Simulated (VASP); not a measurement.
# P (Cmce) in VASP: a series of runs, part 3 of 3

VASP 6.6.1. Earlier steps stand in the parts before.

### Step 5. Relaxation of cell and atoms, PBE+D4

This run uses another cell than the first one, of 17.58 Å³/atom.

Contents of INCAR:

```
SYSTEM = P
ALGO = Normal ; EDIFF = 1E-6
EDIFFG = -0.005 ; ENCUT = 600
GGA = PE ; IBRION = 2
ISIF = 3 ; ISMEAR = -1
IVDW = 13 ; LASPH = .TRUE.
LCHARG = .FALSE. ; LREAL = .FALSE.
LWAVE = .FALSE. ; NELM = 80
NSW = 80 ; PREC = Accurate
SIGMA = 0.02
```

Contents of KPOINTS:

```
k-points
0
G
  8 8 6
  0 0 0
```

Contents of POSCAR:

```
P
1.0
    1.6600377308     -5.0808518713      0.0000000000
    1.6600377308      5.0808518713      0.0000000000
    0.0000000000      0.0000000000      4.1692645378
P
4
Direct
    0.8933231757      0.1066768243      0.0718283848
    0.6066768243      0.3933231757      0.5718283848
    0.1066768243      0.8933231757      0.9281716152
    0.3933231757      0.6066768243      0.4281716152
```

Potentials or basis: VASP PAW PBE potentials, release 64 (P).

Run with:

```bash
cat potpaw_PBE.64/P/POTCAR > POTCAR
mpirun -np 1 vasp_std > vasp.out
```

OUTCAR:

```text
SYSTEM = P
   EDIFF = 1E-6
   EDIFFG = -0.005
   ENCUT = 600
   GGA = PE
   IBRION = 2
   ISIF = 3
   ISMEAR = -1
   IVDW = 13
   LASPH = .TRUE.
   LREAL = .FALSE.
   NELM = 80
   NSW = 80
   PREC = Accurate

 ion  position               nearest neighbor table
   1  0.893  0.107  0.072-   4 2.23   4 2.23   3 2.25
   2  0.607  0.393  0.572-   3 2.23   3 2.23   4 2.25
   3  0.107  0.893  0.928-   2 2.23   2 2.23   1 2.25
   4  0.393  0.607  0.428-   1 2.23   1 2.23   2 2.25

  LATTYP: Found a base centered orthorhombic cell.
 ALAT       =     3.3200754616
 B/A-ratio  =     3.0606845718
 C/A-ratio  =     1.2557740286

  Lattice vectors:

 A1 = (   1.6600377308,  -5.0808518713,   0.0000000000)
 A2 = (   1.6600377308,   5.0808518713,   0.0000000000)
 A3 = (   0.0000000000,   0.0000000000,   4.1692645378)

Analysis of symmetry for initial positions (statically):
=====================================================================
 Subroutine PRICEL returns:
 Original cell was already a primitive cell.

 Routine SETGRP: Setting up the symmetry group for a
 base centered orthorhombic supercell.

 Subroutine GETGRP returns: Found  8 space group operations
 (whereof  4 operations were pure point group operations)
 out of a pool of  8 trial point group operations.

The static configuration has the point symmetry C_2h.
 The point group associated with its full space group is D_2h.

Analysis of symmetry for dynamics (positions and initial velocities):
=====================================================================
 Subroutine PRICEL returns:
 Original cell was already a primitive cell.

 Routine SETGRP: Setting up the symmetry group for a
 base centered orthorhombic supercell.

 Subroutine GETGRP returns: Found  8 space group operations
 (whereof  4 operations were pure point group operations)
 out of a pool of  8 trial point group operations.

The dynamic configuration has the point symmetry C_2h.
 The point group associated with its full space group is D_2h.

 Subroutine INISYM returns: Found  8 space group operations
 (whereof  4 operations are pure point group operations),
 and found     1 'primitive' translations

----------------------------------------------------------------------------------------

                                     Primitive cell

  volume of cell :      70.3305

  direct lattice vectors                    reciprocal lattice vectors
     1.660037731 -5.080851871  0.000000000     0.301197973 -0.098408695  0.000000000
     1.660037731  5.080851871  0.000000000     0.301197973  0.098408695  0.000000000
     0.000000000  0.000000000  4.169264538     0.000000000  0.000000000  0.239850456

  length of vectors
     5.345164264  5.345164264  4.169264538     0.316866676  0.316866676  0.239850456

  position of ions in fractional coordinates (direct lattice)
     0.893323176  0.106676824  0.071828385
     0.606676824  0.393323176  0.571828385
     0.106676824  0.893323176  0.928171615
     0.393323176  0.606676824  0.428171615

  ion indices of the primitive-cell ions
   primitive index   ion index
                 1           1
                 2           2
                 3           3
                 4           4

----------------------------------------------------------------------------------------

 KPOINTS: k-points

Automatic generation of k-mesh.
 Grid dimensions read from file:
 generate k-points for:    8    8    6

 Generating k-lattice:

  Cartesian coordinates                     Fractional coordinates (reciprocal lattice)
     0.037649747 -0.012301087  0.000000000     0.125000000  0.000000000  0.000000000
     0.037649747  0.012301087  0.000000000     0.000000000  0.125000000  0.000000000
     0.000000000  0.000000000  0.039975076     0.000000000  0.000000000  0.166666667

  Length of vectors
     0.039608334  0.039608334  0.039975076

  Shift w.r.t. Gamma in fractional coordinates (k-lattice)
     0.000000000  0.000000000  0.000000000

 Subroutine IBZKPT returns following result:
 ===========================================

 Found     84 irreducible k-points:

 Following reciprocal coordinates:
            Coordinates               Weight
  0.000000  0.000000  0.000000      1.000000
  0.125000  0.000000  0.000000      4.000000
  0.250000  0.000000  0.000000      4.000000
  0.375000  0.000000  0.000000      4.000000
  0.500000  0.000000  0.000000      2.000000
  0.125000  0.125000  0.000000      2.000000
[... 16 lines left out ...]
  0.125000  0.000000  0.166667      8.000000
  0.250000  0.000000  0.166667      8.000000
 [... further k-points ...]
   k-points           NKPTS =     84   k-points in BZ     NKDIM =     84   number of bands    NBANDS=     14
   number of dos      NEDOS =    301   number of ions     NIONS =      4
   total plane-waves  NPLWV =  82944
   dimension x,y,z NGX =    48 NGY =   48 NGZ =   36
   dimension x,y,z NGXF=    96 NGYF=   96 NGZF=   72
   ions per type =               4
   NGX,Y,Z   is equivalent  to a cutoff of  14.93, 14.93, 14.35 a.u.
   NGXF,Y,Z  is equivalent  to a cutoff of  29.86, 29.86, 28.71 a.u.
 SYSTEM =  P
   PREC   = accura    normal or accurate (medium, high low for compatibility)
   ISTART =      0    job   : 0-new  1-cont  2-samecut
   ICHARG =      2    charge: 1-file 2-atom 10-const
   ISPIN  =      1    spin polarized calculation?
   LNONCOLLINEAR =      F non collinear calculations
   LSORBIT =      F    spin-orbit coupling
   LASPH  =      T    aspherical Exc in radial PAW
   ENCUT  =  600.0 eV  44.10 Ry    6.64 a.u.  10.68 10.68  8.33*2*pi/ulx,y,z
   NELM   =     80;   NELMIN=  2; NELMDL= -5     # of ELM steps
   EDIFF  = 0.1E-05   stopping-criterion for ELM
   LREAL  =      F    real-space projection
   EDIFFG = -.5E-02   stopping-criterion for IOM
   NSW    =     80    number of steps for IOM
   IBRION =      2    ionic relax: 0-MD 1-quasi-New 2-CG
   NFREE  =      1    steps in history (QN), initial steepest desc. (CG)
   ISIF   =      3    stress and relaxation
   ISYM   =      2    0-nonsym 1-usesym 2-fastsym
   POTIM  = 0.5000    time-step for ionic-motion
   TEBEG  =    0.0;   TEEND  =   0.0 temperature during run
   PSTRESS=    0.0 pullay stress
   NELECT =      20.0000    total number of electrons
   NUPDOWN=      -1.0000    fix difference up-down
   EMIN   =  10.00;   EMAX   =-10.00  energy-range for DOS
   EFERMI =   0.00;   METHOD = LEGACY
   ISMEAR =    -1;   SIGMA  =   0.02  broadening in eV -4-tet -1-fermi 0-gaus
   EFERMI_NEDOS =   21; number of points for ismear=-14 and -15
   IALGO  =     38    algorithm
   IMIX   =      4    mixing-type and parameters
     AMIX     =   0.40;   BMIX     =  1.00
     AMIX_MAG =   1.60;   BMIX_MAG =  1.00
  volume/ion in A,a.u.               =      17.58       118.65
  Fermi-wavevector in a.u.,A,eV,Ry     =   1.076557  2.034397 15.768799  1.158974
  Thomas-Fermi vector in A             =   2.212444
   LORBIT       =      0    0 simple, 1 ext, 2 COOP (PROOUT), +10 PAW based schemes
   GGA     = PE    functional components
   LHFCALC =     F    Hartree Fock is set to
   AEXX    =    0.0000 exact exchange contribution
   IVDW    =    13    specifies the selected vdW correction
   LEPSILON=     F    determine dielectric tensor
   LRPA    =     F    only Hartree local field effects (RPA)
 conjugate gradient relaxation of ions
 non-spin polarized calculation
  energy-cutoff  :      600.00
  volume of cell :       70.33
 maximum number of plane-waves:      2383
 NGX is ok and might be reduce to    48
   NGX = 21   NGY = 21   NGZ = 17

--------------------------------------- Ionic step        1  -------------------------------------------

 number of electron      20.0000000 magnetization

 Free energy of the ion-electron system (eV)
  ---------------------------------------------------
  ext. energy  EPLUGINS =         0.00000000
  ---------------------------------------------------
  free energy    TOTEN  =       -21.36929944 eV

  energy without entropy =      -21.36873303  energy(sigma->0) =      -21.36901624

------------------------ aborting loop because EDIFF is reached ----------------------------------------

  DFT-D4 for vdW energy calculation

  Edisp (eV):   -1.67904
[... 327 lines left out ...]
--------------------------------------- Ionic step        9  -------------------------------------------

 number of electron      20.0000000 magnetization

 Free energy of the ion-electron system (eV)
  ---------------------------------------------------
  ext. energy  EPLUGINS =         0.00000000
  ---------------------------------------------------
  free energy    TOTEN  =       -21.38365634 eV

  energy without entropy =      -21.38317921  energy(sigma->0) =      -21.38341777

 E-fermi :   7.3984     XC(G=0): -10.2321

 val. band max:        7.3939028044   @ k =   0.5000   0.3750   0.0000
 cond. band min:       7.4654869890   @ k =   0.5000   0.3750   0.0000
 fundamental gap:      0.0715841846
 Fermi energy:         7.3983974097

 k-point     1 :       0.0000    0.0000    0.0000
  band No.  band energies     occupation
      1      -8.6606      2.00000
      2      -5.3300      2.00000
      3      -1.8880      2.00000
      4       0.0718      2.00000
      5       2.2580      2.00000
      6       3.0472      2.00000
      7       3.2810      2.00000
      8       4.4793      2.00000
      9       4.7066      2.00000
     10       5.9377      2.00000
     11       8.3261      0.00000
     12       8.5863      0.00000
     13       9.2509      0.00000
     14      10.7325      0.00000
[... 377 lines left out ...]
      1      -7.7005      2.00000
      2      -4.9092      2.00000
      3      -2.7111      2.00000
      4       0.1042      2.00000
      5       1.0187      2.00000
      6       1.4046      2.00000
      7       3.2477      2.00000
      8       3.9777      2.00000
      9       5.0556      2.00000
     10       5.6649      2.00000
     11       8.4934      0.00000
     12       9.0494      0.00000
     13       9.9385      0.00000
     14      10.9506      0.00000

 [... further k-points ...]

------------------------ aborting loop because EDIFF is reached ----------------------------------------

  DFT-D4 for vdW energy calculation

  Edisp (eV):   -1.66563
[... 27 lines left out ...]
  FREE ENERGIE OF THE ION-ELECTRON SYSTEM (eV)
  ---------------------------------------------------
  free  energy   TOTEN  =       -23.0492872055 eV

  energy  without entropy=      -23.0488100761  energy(sigma->0) =      -23.04904864

 reached required accuracy - stopping structural energy minimisation
```

OSZICAR:

```text
N       E                     dE             d eps       ncg     rms          rms(c)
DAV:   1     0.686982054664E+02    0.68698E+02   -0.93481E+03  2352   0.137E+03
DAV:   2    -0.170271180135E+02   -0.85725E+02   -0.83442E+02  3060   0.185E+02
[... 58 lines left out ...]
DAV:   2    -0.213836284611E+02   -0.13151E-06   -0.11832E-04  3096   0.712E-02    0.118E-02
DAV:   3    -0.213836255493E+02    0.29118E-05   -0.57654E-06  2944   0.161E-02    0.499E-03
DAV:   4    -0.213836252055E+02    0.34383E-06   -0.12478E-06  1542   0.742E-03
   8 F= -.23049285E+02 E0= -.23049050E+02  d E =-.243638E-04
       N       E                     dE             d eps       ncg     rms          rms(c)
DAV:   1    -0.213836563575E+02   -0.30808E-04   -0.91619E-05  2682   0.606E-02    0.719E-03
DAV:   2    -0.213836563371E+02    0.20311E-07   -0.62477E-06  2984   0.165E-02
   9 F= -.23049287E+02 E0= -.23049049E+02  d E =-.265269E-04
```

Wall time 3.4 min (1 thread of Intel Xeon 6975P-C (Granite Rapids), shared host); peak memory 0.31 GiB.

Results:

```yaml
Free_energy: -23.0493 eV
Relaxed_volume: 17.73 Å³/atom
Relaxed_cell: a = 5.356 Å, b = 5.356 Å, c = 4.199 Å, α = 90.00°, β = 90.00°, γ = 143.93°
Space_group_after_relaxing_to_0.1_Å: Cmce (No. 64)
Energy_gained_by_relaxing: 0.2 meV/atom
Ionic_steps: 9
Pressure_after_relaxing: 0.0 GPa
Largest_force_after_relaxing: 0.004 eV/Å
Band_gap_on_the_k_mesh: zero (bands 10 and 11 overlap by 0.21 eV)
Dispersion_energy_per_atom: -0.416 eV
```

Forces in eV/Å, atoms in the order of the input:
```
P    0.000  0.004  0.001
P    0.000 -0.004  0.001
P    0.000 -0.004 -0.001
P    0.000  0.004 -0.001
```

The path:
```tsv
step	energy change (eV)	largest force (eV/Å)	pressure (GPa)	volume (Å³)
1	0.0000	0.0635	-0.17	70.33
2	-0.0003	0.0101	0.30	70.14
3	-0.0003	0.0146	0.15	70.20
4	-0.0005	0.0108	0.10	70.32
5	-0.0007	0.0018	-0.03	70.67
6	-0.0008	0.0044	-0.03	70.75
7	-0.0009	0.0134	-0.02	70.92
8	-0.0009	0.0081	0.00	70.91
9	-0.0009	0.0045	-0.01	70.92
```

Final structure:
```yaml
crystal:
  lattice:
    - [1.65802, -5.09299, 0.00000]
    - [1.65802, 5.09299, 0.00000]
    - [0.00000, 0.00000, 4.19906]
  atoms:
    - { symbol: P, position: [0.89406, 0.10594, 0.07351] }
    - { symbol: P, position: [0.60594, 0.39406, 0.57351] }
    - { symbol: P, position: [0.10594, 0.89406, 0.92649] }
    - { symbol: P, position: [0.39406, 0.60594, 0.42649] }
```

Levels at points of the mesh, in eV from the Fermi level:
```tsv
k point	band 7	band 8	band 9	band 10	band 11	band 12	band 13	band 14
(0.00, 0.00, 0.00)	-4.12	-2.92	-2.69	-1.46	0.93	1.19	1.85	3.33
(0.50, 0.00, 0.00)	-3.30	-3.30	-2.72	-2.72	0.78	0.78	1.03	1.03
(0.50, 0.50, 0.00)	-4.39	-2.21	-1.80	-0.33	0.43	0.60	2.41	3.05
(0.00, 0.00, 0.50)	-3.15	-3.15	-0.99	-0.99	1.43	1.43	2.24	2.24
(0.50, 0.00, 0.50)	-5.80	-5.80	-2.12	-2.12	1.58	1.58	4.55	4.55
(0.50, 0.50, 0.50)	-2.47	-2.47	-1.35	-1.35	1.31	1.31	2.68	2.68
```

Zero-point motion and thermal expansion aren't in these numbers.

### Step 6. Summary

| task | level | potentials or basis | cell | cutoff (eV) | gap on the mesh (eV) | pressure (GPa) | largest force (eV/Å) |
| --- | --- | --- | --- | --- | --- | --- | --- |
| single point | LDA | VASP PAW LDA potentials, release 64 (P) | a = 5.593, b = 5.593, c = 4.465 Å, angles 90.0, 90.0, 145.6°, 4 atoms, atomic positions A | 520 | 0.23 | -2.6 | 0.07 |
| single point | r2SCAN+rVV10 | VASP PAW PBE potentials, release 64 (P) | a = 5.593, b = 5.593, c = 4.465 Å, angles 90.0, 90.0, 145.6°, 4 atoms, atomic positions A | 520 | none | -0.6 | 0.09 |
| single point | r2SCAN | VASP PAW PBE potentials, release 64 (P) | a = 5.593, b = 5.593, c = 4.465 Å, angles 90.0, 90.0, 145.6°, 4 atoms, atomic positions A | 520 | 0.03 | 0.1 | 0.15 |
| relaxation of cell and atoms | PBE+D4 | VASP PAW PBE potentials, release 64 (P) | relaxed from a = 5.345, b = 5.345, c = 4.169 Å, angles 90.0, 90.0, 143.8°, 4 atoms, atomic positions B | 600 | none | 0.0 | - |

Alike in all rows: no spin polarisation; k mesh 8 × 8 × 6; smearing fermi-dirac 0.02 eV.

Caveats: the PAW data sets were made with another functional, which shifts forces and pressure a little (at least some runs).

Absolute energies hang on the potentials; compare differences alone.
